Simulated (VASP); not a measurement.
Set up this calculation in VASP 6.6.1, as the native input.

```yaml
Task: single point
Functional: LDA
Potentials_or_basis: VASP PAW LDA potentials, release 64 (I)
Cutoff: 520 eV
k_mesh: 13 × 13 × 13
Occupations: fermi-dirac, width 0.05 eV
Spin: no spin polarisation
Dipole_correction: no
Further_INCAR_settings: ALGO = Normal; EDIFF = 1e-06; NBANDS = 10
```

The structure of I lies in POSCAR:

```
I
1.0
    3.0777470704      0.0000000000      0.0000000000
    0.0000000000      3.0777470704      0.0000000000
    0.0000000000      0.0000000000      3.0777470704
I
1
Direct
    0.0000000000      0.0000000000      0.0000000000
```

This cell differs from its parent crystal: volume scaled by 0.78.

One way to write it, as run:

INCAR

```
SYSTEM = I
PREC     = Accurate       ! precision mode
ENCUT    = 520            ! plane-wave cutoff, eV
EDIFF    = 1E-6           ! SCF threshold, eV
ISMEAR   = -1             ! smearing method
SIGMA    = 0.05           ! smearing width, eV
LREAL    = .FALSE.        ! projectors in reciprocal space
LASPH    = .TRUE.         ! aspherical terms in the spheres
NELM     = 60             ! most SCF steps
ALGO     = Normal         ! electronic algorithm
ISIF     = 2              ! what is computed and relaxed
LWAVE    = .FALSE.        ! write WAVECAR
LCHARG   = .FALSE.        ! write CHGCAR
NBANDS   = 10             ! bands
```

KPOINTS

```
regular mesh
0
G
  13 13 13
  0 0 0
```

Potentials or basis: VASP PAW LDA potentials, release 64 (I).

Command:

```bash
$ cat potpaw_LDA.64/I/POTCAR > POTCAR
$ mpirun -np 1 vasp_std > vasp.out
```

It gave:

```
Pressure : 15.9 GPa
```

Caveat: an odd number of electrons without spin polarisation forces a metal; a magnetic or distorted state may lie lower.

Wall time 5.8 s on 1 thread of Intel Xeon 6975P-C (shared host), peak memory 0.14 GiB.
